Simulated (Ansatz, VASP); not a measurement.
One calculation of Au, two programs

```xyz
1
Lattice="0.0000 2.0749 2.0749 2.0749 0.0000 2.0749 2.0749 2.0749 0.0000" Properties=species:S:1:pos:R:3 pbc="T T T"
Au    0.0000    0.0000    0.0000
```

Alike in both runs: task single point; functional r2SCAN; k mesh 11 × 11 × 11; occupations fermi-dirac, width 0.05 eV; no spin polarisation.

|  | VASP | Ansatz |
| --- | --- | --- |
| version | VASP 6.6.1 | Ansatz 0.2.0 |
| potentials or method | VASP PAW PBE potentials, release 64 (Au) | Ansatz PAW |
| plane-wave cutoff (eV) | 520 | 500 |
| valence electrons in the cell | 11 | 19 |

Ansatz gave:

- gap on the k mesh at the Fermi level (eV): none
- pressure (GPa): -2.8

Question: Estimate VASP's values.

Answer: gap on the k mesh at the Fermi level (eV): none; pressure (GPa): -2.6.

VASP's potentials were made for PBE, not for r2SCAN. A gap of «none» marks a metal or a gap that the smearing closes. With one functional, cell and mesh, what is left measures potentials, basis and numerics. VASP's potentials hold 11 valence electrons a cell and Ansatz's 19, so a difference there can come from the potentials and not from the codes.

Neither program's run includes spin-orbit coupling.
